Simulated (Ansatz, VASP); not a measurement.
Fe: VASP beside Ansatz

The input INCAR:

```
PREC = Accurate ; ENCUT = 600
EDIFF = 1E-6 ; ISMEAR = -1
SIGMA = 0.05 ; LREAL = F
LASPH = T ; NELM = 200
ALGO = Normal ; ISIF = 2
LWAVE = F ; LCHARG = F
ISPIN = 2 ; MAGMOM = 1.988
LORBIT = 11 ; LMAXMIX = 4
NBANDS = 18 ; GGA_COMPAT = F
```

KPOINTS

```
Automatic mesh
0
Gamma
  8 8 8
```

The input POSCAR:

```
Fe
1.0
   -1.3745984210      1.3745984210      1.3745984210
    1.3745984210     -1.3745984210      1.3745984210
    1.3745984210      1.3745984210     -1.3745984210
Fe
1
Direct
    0.0000000000      0.0000000000      0.0000000000
```

Input for Ansatz:

```yaml
crystal:
  lattice:
    - [-1.374598421, 1.374598421, 1.374598421]
    - [1.374598421, -1.374598421, 1.374598421]
    - [1.374598421, 1.374598421, -1.374598421]
  atoms:
    - { symbol: Fe, position: [0.0, 0.0, 0.0], spin: 1.988 }
hamiltonian:
  xc: lda
  pseudopotentials:
    kind: paw
    azcp:
      Fe: "pseudopotentials/Fe.paw.azcp"
basis:
  ecutwfc: 420
  fft_grid_basis: typed
kpoints:
  mp_grid: { grid: [8, 8, 8], shift: [0, 0, 0] }
magnetization:
  spin_polarized: true
scf:
  occupations: { method: fermi_dirac, width: 0.05 }
  lower_state_search: "off"
output:
  stress: true
```

Alike in both runs: task single point; functional LDA; k mesh 8 × 8 × 8; occupations fermi-dirac, width 0.05 eV; collinear spin.

|  | VASP | Ansatz |
| --- | --- | --- |
| version | VASP 6.6.1 | Ansatz 0.2.0 |
| potentials or method | VASP PAW LDA potentials, release 64 (Fe_sv), cutoff 600 eV | plane waves (420 eV) with PAW, scalar-relativistic |
| valence electrons in the cell | 16 | 16 |

VASP gave:

* pressure (GPa): -4.4
* net moment per atom (μB): 1.91
* size of the moment on the site where the two differ most (μB): 1.88

Problem. What did Ansatz give for the same quantities?

Solution. Pressure (GPa): 0.6; net moment per atom (μB): 1.98; size of the moment on the site where the two differ most (μB): 1.99.

Ansatz warns that its potentials were made for another functional, while VASP's fit it. LDA's correlation is that of Perdew and Zunger in VASP and of Perdew and Wang (1992) in Ansatz. Site moments also hang on the region over which each program counts them. One of these differences is far larger than is usual between the two programs; its cause wasn't traced.

The k mesh is coarse, so the values compare programs but aren't converged.
